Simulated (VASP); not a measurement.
# Sn (I4_1/amd) in VASP: notebook

The runs below take Sn through single point, with PBE, LDA.

Program: VASP 6.6.1. These are calculated values, not measurements. Logs are shortened: lines on timing, memory, paths and dates and some standing lists are left out, and cuts for length are marked.

**1. The cell of the first run**

Symmetry: I4_1/amd, No. 141, tetragonal system. The conventional cell has a = 6.333 Å, b = 6.333 Å, c = 3.157 Å, α = 90.00°, β = 90.00°, γ = 90.00°. Sn (site symmetry -4m2) has 10 Sn at 3.16 to 3.95 Å within 4.2 Å.

**2. Single point, PBE (strained)**

The input, INCAR:

```
SYSTEM = Sn
ALGO = Fast
EDIFF = 1E-7
ENCUT = 520
GGA = PE
ISIF = 2
ISMEAR = 0
LASPH = .TRUE.
LCHARG = .FALSE.
LREAL = .FALSE.
LWAVE = .FALSE.
NBANDS = 21
NELM = 100
PREC = Accurate
SIGMA = 0.1
```

The input, KPOINTS:

```
k-points
0
G
  14 14 14
  0 0 0
```

The input, POSCAR:

```
Sn
1.0
   -3.1666194746      3.1666194746      1.5785590421
    3.1666194746     -3.1666194746      1.5785590421
    3.1666194746      3.1666194746     -1.5785590421
Sn
2
Direct
    0.7500000000      0.2500000000      0.5000000000
    0.0000000000      0.0000000000      0.0000000000
```

Potentials or basis: VASP PAW PBE potentials, release 64 (Sn_d).

Run with:

```bash
cat potpaw_PBE.64/Sn_d/POTCAR > POTCAR
mpirun -np 1 vasp_std > vasp.out
```

OUTCAR:

```text
SYSTEM = Sn
   EDIFF = 1E-7
   ENCUT = 520
   GGA = PE
   ISIF = 2
   ISMEAR = 0
   LASPH = .TRUE.
   LREAL = .FALSE.
   NELM = 100
   PREC = Accurate

 ion  position               nearest neighbor table
   1  0.750  0.250  0.500-   2 3.26   2 3.26   2 3.26   2 3.26
   2  0.000  0.000  0.000-   1 3.26   1 3.26   1 3.26   1 3.26

  LATTYP: Found a body centered tetragonal cell.
 ALAT       =     6.3332389492
 C/A-ratio  =     0.4984997581

  Lattice vectors:

 A1 = (  -3.1666194746,   3.1666194746,   1.5785590421)
 A2 = (   3.1666194746,  -3.1666194746,   1.5785590421)
 A3 = (   3.1666194746,   3.1666194746,  -1.5785590421)

Analysis of symmetry for initial positions (statically):
=====================================================================
 Subroutine PRICEL returns:
 Original cell was already a primitive cell.

 Routine SETGRP: Setting up the symmetry group for a
 body centered tetragonal supercell.

 Subroutine GETGRP returns: Found 16 space group operations
 (whereof  8 operations were pure point group operations)
 out of a pool of 16 trial point group operations.

The static configuration has the point symmetry D_2d.
 The point group associated with its full space group is D_4h.

Analysis of symmetry for dynamics (positions and initial velocities):
=====================================================================
 Subroutine PRICEL returns:
 Original cell was already a primitive cell.

 Routine SETGRP: Setting up the symmetry group for a
 body centered tetragonal supercell.

 Subroutine GETGRP returns: Found 16 space group operations
 (whereof  8 operations were pure point group operations)
 out of a pool of 16 trial point group operations.

The dynamic configuration has the point symmetry D_2d.
 The point group associated with its full space group is D_4h.

 Subroutine INISYM returns: Found 16 space group operations
 (whereof  8 operations are pure point group operations),
 and found     1 'primitive' translations

----------------------------------------------------------------------------------------

                                     Primitive cell

  volume of cell :      63.3159

  direct lattice vectors                    reciprocal lattice vectors
    -3.166619475  3.166619475  1.578559042     0.000000000  0.157897090  0.316744567
     3.166619475 -3.166619475  1.578559042     0.157897090  0.000000000  0.316744567
[... 83 lines left out ...]
   ENCUT  =  520.0 eV  38.22 Ry    6.18 a.u.   8.83  8.83  8.83*2*pi/ulx,y,z
   NELM   =    100;   NELMIN=  2; NELMDL= -5     # of ELM steps
   EDIFF  = 0.1E-06   stopping-criterion for ELM
   LREAL  =      F    real-space projection
   EDIFFG = 0.1E-05   stopping-criterion for IOM
   NSW    =      0    number of steps for IOM
   IBRION =     -1    ionic relax: 0-MD 1-quasi-New 2-CG
   NFREE  =      0    steps in history (QN), initial steepest desc. (CG)
   ISIF   =      2    stress and relaxation
   ISYM   =      2    0-nonsym 1-usesym 2-fastsym
   POTIM  = 0.5000    time-step for ionic-motion
   TEBEG  =    0.0;   TEEND  =   0.0 temperature during run
   PSTRESS=    0.0 pullay stress
   NELECT =      28.0000    total number of electrons
   NUPDOWN=      -1.0000    fix difference up-down
   EMIN   =  10.00;   EMAX   =-10.00  energy-range for DOS
   EFERMI =   0.00;   METHOD = LEGACY
   ISMEAR =     0;   SIGMA  =   0.10  broadening in eV -4-tet -1-fermi 0-gaus
   EFERMI_NEDOS =   21; number of points for ismear=-14 and -15
   IALGO  =     68    algorithm
   IMIX   =      4    mixing-type and parameters
     AMIX     =   0.40;   BMIX     =  1.00
     AMIX_MAG =   1.60;   BMIX_MAG =  1.00
  volume/ion in A,a.u.               =      31.66       213.64
  Fermi-wavevector in a.u.,A,eV,Ry     =   1.247259  2.356978 21.165972  1.555655
  Thomas-Fermi vector in A             =   2.381399
   LORBIT       =      0    0 simple, 1 ext, 2 COOP (PROOUT), +10 PAW based schemes
   GGA     = PE    functional components
   LHFCALC =     F    Hartree Fock is set to
   AEXX    =    0.0000 exact exchange contribution
   IVDW    =     0    specifies the selected vdW correction
   LEPSILON=     F    determine dielectric tensor
   LRPA    =     F    only Hartree local field effects (RPA)
 non-spin polarized calculation
 RMM-DIIS sequential band-by-band and
 Gauss-broadening in eV      SIGMA  =   0.10
  energy-cutoff  :      520.00
  volume of cell :       63.32
 maximum number of plane-waves:      1738
   NGX = 17   NGY = 17   NGZ = 17

 number of electron      27.9999996 magnetization

 Free energy of the ion-electron system (eV)
  ---------------------------------------------------
  ext. energy  EPLUGINS =         0.00000000
  ---------------------------------------------------
  free energy    TOTEN  =        -7.49208783 eV

  energy without entropy =       -7.48590066  energy(sigma->0) =       -7.48899425

 E-fermi :   6.1958     XC(G=0):  -9.5935

 val. band max:        6.1890323647   @ k =  -0.2857  -0.4286   0.0714
 cond. band min:       6.2060485242   @ k =  -0.3571   0.1429   0.0714
 fundamental gap:      0.0170161595
 Fermi energy:         6.1958014861

 k-point     1 :       0.0000    0.0000    0.0000
  band No.  band energies     occupation
      1     -15.2925      2.00000
      2     -15.2693      2.00000
      3     -15.2587      2.00000
      4     -15.1960      2.00000
      5     -15.0867      2.00000
      6     -15.0867      2.00000
[... 565 lines left out ...]
     20      13.2748      0.00000
     21      13.9561      0.00000

 [... further k-points ...]

------------------------ aborting loop because EDIFF is reached ----------------------------------------

  FORCE on cell =-STRESS in cart. coord.  units (eV):
  Direction    XX          YY          ZZ          XY          YZ          ZX
  --------------------------------------------------------------------------------------
  -------------------------------------------------------------------------------------
  Total       -1.8923324     -1.8923324     -0.5880490      0.0000000      0.0000000      0.0000000
  in kB      -47.8845516    -47.8845516    -14.8802937      0.0000000      0.0000000      0.0000000
  external PRESSURE =     -36.8831323 kB  Pullay stress =       0.0000000 kB

 VOLUME and BASIS-vectors are now :
 -----------------------------------------------------------------------------
  energy-cutoff  :      520.00
  volume of cell :       63.32
      direct lattice vectors                 reciprocal lattice vectors
    -3.166619475  3.166619475  1.578559042     0.000000000  0.157897090  0.316744567
     3.166619475 -3.166619475  1.578559042     0.157897090  0.000000000  0.316744567
     3.166619475  3.166619475 -1.578559042     0.157897090  0.157897090  0.000000000

 POSITION                                       TOTAL-FORCE (eV/Angst)
 -----------------------------------------------------------------------------------
      0.00000      3.16662      0.78928         0.000000      0.000000      0.000000
      0.00000      0.00000      0.00000        -0.000000     -0.000000     -0.000000
 -----------------------------------------------------------------------------------
    total drift:                               -0.000000      0.000000     -0.000000

  FREE ENERGIE OF THE ION-ELECTRON SYSTEM (eV)
  ---------------------------------------------------
  free  energy   TOTEN  =        -7.4920878350 eV

  energy  without entropy=       -7.4859006607  energy(sigma->0) =       -7.48899425
```

OSZICAR:

```text
N       E                     dE             d eps       ncg     rms          rms(c)
DAV:   1     0.221585380607E+03    0.22159E+03   -0.14412E+04 10398   0.196E+03
DAV:   2     0.159899448213E+02   -0.20560E+03   -0.20176E+03 10353   0.447E+02
DAV:   3    -0.673545705238E+01   -0.22725E+02   -0.22574E+02 11918   0.135E+02
DAV:   4    -0.747210226887E+01   -0.73665E+00   -0.73610E+00 11571   0.270E+01
DAV:   5    -0.750283896659E+01   -0.30737E-01   -0.30736E-01 14632   0.521E+00    0.180E+00
RMM:   6    -0.749256267837E+01    0.10276E-01   -0.26296E-02 12385   0.189E+00    0.105E+00
RMM:   7    -0.749188929118E+01    0.67339E-03   -0.19564E-02 12043   0.153E+00    0.136E-01
RMM:   8    -0.749196875583E+01   -0.79465E-04   -0.26589E-03 13475   0.631E-01    0.500E-02
RMM:   9    -0.749207376476E+01   -0.10501E-03   -0.87411E-04 15403   0.253E-01    0.115E-02
RMM:  10    -0.749208482713E+01   -0.11062E-04   -0.11186E-04 15424   0.108E-01    0.393E-03
RMM:  11    -0.749208705193E+01   -0.22248E-05   -0.41628E-05 15787   0.511E-02    0.255E-03
RMM:  12    -0.749208767314E+01   -0.62121E-06   -0.51348E-06 14757   0.207E-02    0.452E-04
RMM:  13    -0.749208787649E+01   -0.20335E-06   -0.13019E-06 12758   0.842E-03    0.267E-04
RMM:  14    -0.749208775673E+01    0.11976E-06   -0.14512E-07  7200   0.400E-03    0.644E-04
RMM:  15    -0.749208783499E+01   -0.78262E-07   -0.61865E-08  6536   0.239E-03
   1 F= -.74920878E+01 E0= -.74889942E+01  d E =-.618717E-02
```

stdout:

```text
POSCAR found type information on POSCAR Sn
[... 21 lines left out ...]
 num prob  num prob  num prob  num prob  num prob  num prob  num prob  num prob  num prob  num prob  num prob  num prob  num prob  num prob  num prob  num prob  num prob  num prob  num prob  num prob  num prob  num prob  num prob  num prob  num prob  num prob  num prob  num prob  num prob  num prob  num prob  num prob  num prob  num prob  num prob  num prob  num prob  num prob  num prob  num prob  num prob  num prob  num prob  num prob  num prob  num prob  num prob  num prob  num prob  num prob  num prob  num prob  num prob  num prob  num prob  num prob  num prob  num prob  num prob  num prob  num prob  num prob  num prob  num prob  num prob  num prob  num prob  num prob  num prob  num prob  num prob  num prob  num prob  num prob  num prob  num prob  num prob  num prob  num prob RMM:  15    -0.749208783499E+01   -0.78262E-07   -0.61865E-08  6536   0.239E-03
```

It took 2.5 min on 1 thread of Intel Xeon 6975P-C (Granite Rapids), shared host; peak memory 0.39 GiB.

What came out:

| Property | Result |
| --- | --- |
| Free energy | -7.4921 eV |
| Pressure | -3.7 GPa |
| Band gap on the k mesh | zero (bands 14 and 15 overlap by 2.87 eV) |

Stress tensor (GPa, compression positive):
```
-4.79  0.00  0.00
 0.00 -4.79  0.00
 0.00  0.00 -1.49
```

Caveat: the cell differs from its parent crystal (strained); the cell stands under tension; spin-orbit coupling is left out, which moves the levels of the heavy elements.

**3. Single point, LDA**

This run uses another cell than the first one, of 28.41 Å³/atom.

The input, INCAR:

```
SYSTEM = Sn
PREC = Accurate ; ENCUT = 500
EDIFF = 1E-6 ; ISMEAR = 0
SIGMA = 0.1 ; LREAL = .FALSE.
LASPH = .TRUE. ; NELM = 120
ALGO = Normal ; ISIF = 2
LWAVE = .FALSE. ; LCHARG = .FALSE.
GGA = CA ; NBANDS = 21
GGA_COMPAT = .FALSE.
```

The input, KPOINTS:

```
Automatic mesh
0
G
  18 18 18
  0 0 0
```

The input, POSCAR:

```
Sn
1.0
   -2.9643162528      2.9643162528      1.6163469659
    2.9643162528     -2.9643162528      1.6163469659
    2.9643162528      2.9643162528     -1.6163469659
Sn
2
Direct
    0.7500000000      0.2500000000      0.5000000000
    0.0000000000      0.0000000000      0.0000000000
```

Potentials or basis: VASP PAW LDA potentials, release 64 (Sn_d).

Run with:

```bash
cat potpaw_LDA.64/Sn_d/POTCAR > POTCAR
mpirun -np 1 vasp_std > vasp.out
```

Wall time 3.1 min (1 thread of Intel Xeon 6975P-C (Granite Rapids), shared host); peak memory 0.5 GiB.

It converged, with:

```
Free energy            : -8.9209 eV
Pressure               : -4.0 GPa
Band gap on the k mesh : zero (bands 14 and 15 overlap by 4.11 eV)
```

Levels at points of the mesh, in eV from the Fermi level:
| k point | band 12 | band 13 | band 14 | band 15 | band 16 | band 17 |
| --- | --- | --- | --- | --- | --- | --- |
| (0.00, 0.00, 0.00) | -3.84 | -1.83 | -1.83 | 3.16 | 5.95 | 5.95 |
| (0.50, 0.00, 0.00) | -5.28 | -2.36 | -1.57 | -1.04 | 2.36 | 2.72 |
| (0.50, 0.50, 0.00) | -8.66 | 0.62 | 0.62 | 1.50 | 1.50 | 5.77 |
| (0.50, 0.50, 0.50) | -7.46 | -4.50 | -4.50 | 4.86 | 4.86 | 8.85 |

Caveat: the cell stands under tension; spin-orbit coupling is left out, which moves the levels of the heavy elements.

**4. Single point, PBE**

This run uses another cell than the first one, of 28.41 Å³/atom.

The input, INCAR:

```
PREC = Accurate
ENCUT = 520
EDIFF = 1E-7
ISMEAR = 0
SIGMA = 0.15
LREAL = False
LASPH = True
NELM = 100
ALGO = Fast
ISIF = 2
LWAVE = False
LCHARG = False
GGA = PE
NBANDS = 21
```

The input, KPOINTS:

```
Automatic mesh
0
Gamma
  12 12 12
```

The input, POSCAR:

```
Sn
1.0
   -2.9643162545      2.9643162545      1.6163469645
    2.9643162545     -2.9643162545      1.6163469645
    2.9643162545      2.9643162545     -1.6163469645
Sn
2
Direct
    0.7500000000      0.2500000000      0.5000000000
    0.0000000000      0.0000000000      0.0000000000
```

Potentials or basis: VASP PAW PBE potentials, release 64 (Sn_d).

Run with:

```bash
cat potpaw_PBE.64/Sn_d/POTCAR > POTCAR
mpirun -np 1 vasp_std > vasp.out
```

It took 4.7 min on 1 thread of Intel Xeon 8259CL, shared host; peak memory 0.31 GiB.

It converged, with:

```yaml
Free_energy: -7.6178 eV
Pressure: -0.1 GPa
Band_gap_on_the_k_mesh: zero (bands 14 and 15 overlap by 3.93 eV)
```

Stress tensor (GPa, compression positive):
```
-0.01  0.00  0.00
 0.00 -0.01  0.00
 0.00  0.00 -0.18
```

Levels at points of the mesh, in eV from the Fermi level:
```csv
k point,band 12,band 13,band 14,band 15,band 16,band 17
"(0.00, 0.00, 0.00)",-3.75,-1.85,-1.85,3.05,6.01,6.01
"(0.50, 0.00, 0.00)",-5.26,-2.33,-1.59,-1.06,2.29,2.75
"(0.50, 0.50, 0.00)",-8.65,0.61,0.61,1.51,1.51,5.81
"(0.50, 0.50, 0.50)",-7.42,-4.55,-4.55,4.87,4.87,8.96
```

Caveat: spin-orbit coupling is left out, which moves the levels of the heavy elements.

**5. Single point, PBE**

This run uses another cell than the first one, of 28.41 Å³/atom.

The input, INCAR:

```
SYSTEM = Sn
PREC = Accurate
ENCUT = 520
EDIFF = 1E-6
ISMEAR = 0
SIGMA = 0.1
LREAL = .False.
LASPH = .True.
NELM = 80
ALGO = Fast
ISIF = 2
LWAVE = .False.
LCHARG = .True.
GGA = PE
LELF = .True.
LVHAR = .True.
NBANDS = 21
```

The input, KPOINTS:

```
regular mesh
0
Gamma
  14 14 14
  0 0 0
```

POSCAR is that of step 4.

Run with:

```bash
cat potpaw_PBE.64/Sn_d/POTCAR > POTCAR
mpirun -np 1 vasp_std > vasp.out
```

Wall time 6.2 min (1 thread of Intel Xeon 8259CL, shared host); peak memory 0.37 GiB.

The run converged. Its results:

| Property | Result |
| --- | --- |
| Free energy | -7.6093 eV |
| Pressure | -0.1 GPa |
| Band gap on the k mesh | zero (bands 14 and 15 overlap by 3.77 eV) |

Levels at points of the mesh, in eV from the Fermi level:
```csv
k point,band 12,band 13,band 14,band 15,band 16,band 17
"(0.00, 0.00, 0.00)",-3.75,-1.85,-1.85,3.05,6.01,6.01
"(0.50, 0.00, 0.00)",-5.26,-2.33,-1.59,-1.06,2.30,2.75
"(0.50, 0.50, 0.00)",-8.64,0.61,0.61,1.51,1.51,5.82
"(0.50, 0.50, 0.50)",-7.42,-4.54,-4.54,4.88,4.88,8.97
```

Caveat: spin-orbit coupling is left out, which moves the levels of the heavy elements.

**6. Single point, PBE (strained)**

The input, INCAR:

```
PREC = Accurate
ENCUT = 520
EDIFF = 1E-6
ISMEAR = 0
SIGMA = 0.1
LREAL = F
LASPH = T
NELM = 80
ALGO = Fast
ISIF = 2
LWAVE = F
LCHARG = F
GGA = PE
NBANDS = 21
```

The input, KPOINTS:

```
Automatic mesh
0
Gamma
  14 14 14
```

The input, POSCAR:

```
Sn
1.0
   -2.9104156353      2.9104156353      1.7270702248
    2.9104156353     -2.9104156353      1.7270702248
    2.9104156353      2.9104156353     -1.7270702248
Sn
2
Direct
    0.7500000000      0.2500000000      0.5000000000
    0.0000000000      0.0000000000      0.0000000000
```

Potentials or basis: VASP PAW PBE potentials, release 64 (Sn_d).

Run with:

```bash
cat potpaw_PBE.64/Sn_d/POTCAR > POTCAR
mpirun -np 1 vasp_std > vasp.out
```

Run time: 6.5 min. Hardware: 1 thread of Intel Xeon 8259CL, shared host; peak memory 0.38 GiB.

Results (log left out):

```
Free energy            : -7.5702 eV
Pressure               : -0.8 GPa
Band gap on the k mesh : zero (bands 14 and 15 overlap by 4.16 eV)
```

Stress tensor (GPa, compression positive):
```
 0.26  0.00  0.00
 0.00  0.26  0.00
 0.00  0.00 -3.00
```

Levels at points of the mesh, in eV from the Fermi level:
| k point | band 11 | band 12 | band 13 | band 14 | band 15 | band 16 | band 17 | band 18 |
| --- | --- | --- | --- | --- | --- | --- | --- | --- |
| (0.00, 0.00, 0.00) | -10.62 | -3.08 | -1.51 | -1.51 | 3.37 | 5.22 | 5.30 | 6.32 |
| (0.50, 0.00, 0.00) | -7.27 | -5.48 | -2.18 | -1.35 | -1.26 | 2.22 | 2.80 | 4.57 |
| (0.50, 0.50, 0.00) | -8.38 | -8.38 | 0.91 | 0.91 | 2.04 | 2.04 | 4.61 | 4.61 |
| (0.50, 0.50, 0.50) | -7.04 | -7.04 | -4.35 | -4.35 | 3.43 | 3.43 | 9.53 | 9.53 |

Caveat: the cell differs from its parent crystal (strained); spin-orbit coupling is left out, which moves the levels of the heavy elements.

**7. The runs side by side**

```csv
level,potentials or basis,cell,k mesh,cutoff (eV),smearing,mended,gap on the mesh (eV),pressure (GPa)
PBE,"VASP PAW PBE potentials, release 64 (Sn_d)","a = 4.748 Å, angles 96.3, 96.3, 141.2°, 2 atoms",14 × 14 × 14,520,gaussian 0.1 eV,-,none,-3.7
LDA,"VASP PAW LDA potentials, release 64 (Sn_d)","a = 4.493 Å, angles 97.4, 97.4, 137.8°, 2 atoms",18 × 18 × 18,500,gaussian 0.1 eV,yes,none,-4.0
PBE,"VASP PAW PBE potentials, release 64 (Sn_d)","a = 4.493 Å, angles 97.4, 97.4, 137.8°, 2 atoms",12 × 12 × 12,520,gaussian 0.15 eV,-,none,-0.1
PBE,"VASP PAW PBE potentials, release 64 (Sn_d)","a = 4.493 Å, angles 97.4, 97.4, 137.8°, 2 atoms",14 × 14 × 14,520,gaussian 0.1 eV,-,none,-0.1
PBE,"VASP PAW PBE potentials, release 64 (Sn_d)","a = 4.464 Å, angles 98.6, 98.6, 134.5°, 2 atoms",14 × 14 × 14,520,gaussian 0.1 eV,-,none,-0.8
```

Alike in all rows: task single point; no spin polarisation.

Caveats: spin-orbit coupling is left out, which moves the levels of the heavy elements; the cell stands under tension (at least some runs).

Total energies depend on the potentials used, so only differences within one code and one set of settings carry meaning.
